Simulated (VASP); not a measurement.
Input of a VASP 6.6.1 run:

Contents of INCAR:

```
ALGO = Normal ; EDIFF = 1E-6
ENCUT = 520 ; GGA = PS
ISIF = 2 ; ISMEAR = -1
LASPH = True ; LCHARG = True
LELF = True ; LREAL = False
LVHAR = True ; LWAVE = False
NBANDS = 25 ; NELM = 80
PREC = Accurate ; SIGMA = 0.1
```

File KPOINTS:

```
k-points
0
Gamma
  8 8 12
```

The input POSCAR:

```
Cd
1.0
    4.9310827851      0.0000000000      0.0000000000
   -2.4655413925      4.2704429600      0.0000000000
    0.0000000000      0.0000000000      2.9527228399
Cd
3
Direct
    1.0000000000      0.0000000000      0.0000000000
    0.3333333333      0.6666666667      0.5000000000
    0.6666666667      0.3333333333      0.5000000000
```

Potentials or basis: VASP PAW PBE potentials, release 64 (Cd).

The run is started by

```bash
$ cat potpaw_PBE.64/Cd/POTCAR > POTCAR
$ mpirun -np 1 vasp_std > vasp.out
```

Task: What does it give for the band gap on the k mesh?

Result: Zero (band 18 reaches 6.62 eV, above the bottom of band 19 at 2.16 eV).

Task: Estimate the pressure.

Result: 2.8 GPa.

Stress tensor (GPa, compression positive):
```
3.04 0.00 0.00
0.00 3.04 0.00
0.00 0.00 2.39
```

Caveat: the PAW data sets were made with another functional, which shifts forces and pressure a little.
